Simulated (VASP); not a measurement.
Here is a VASP 6.6.1 calculation.

INCAR

```
ALGO = Normal
EDIFF = 1E-6
ENCUT = 520
GGA = PS
ISIF = 2
ISMEAR = -1
LASPH = True
LCHARG = True
LELF = True
LREAL = False
LVHAR = True
LWAVE = False
NBANDS = 7
NELM = 60
PREC = Accurate
SIGMA = 0.1
```

Contents of KPOINTS:

```
k-points
0
Gamma
  14 14 14
```

POSCAR

```
Mg
1.0
   -1.8462481984      1.8462481984      1.8462481984
    1.8462481984     -1.8462481984      1.8462481984
    1.8462481984      1.8462481984     -1.8462481984
Mg
1
Direct
    0.0000000000      0.0000000000      0.0000000000
```

Potentials or basis: VASP PAW PBE potentials, release 64 (Mg).

Command:

```sh
$ cat potpaw_PBE.64/Mg/POTCAR > POTCAR
$ mpirun -np 1 vasp_std > vasp.out
```

Task: What does it give for the band gap on the k mesh?

Result: Zero (bands 1 and 2 overlap by 4.52 eV).

Task: What does it give for the pressure?

Result: -3.3 GPa.

Caveat: the cell stands under tension; the PAW data sets were made with another functional, which shifts forces and pressure a little.
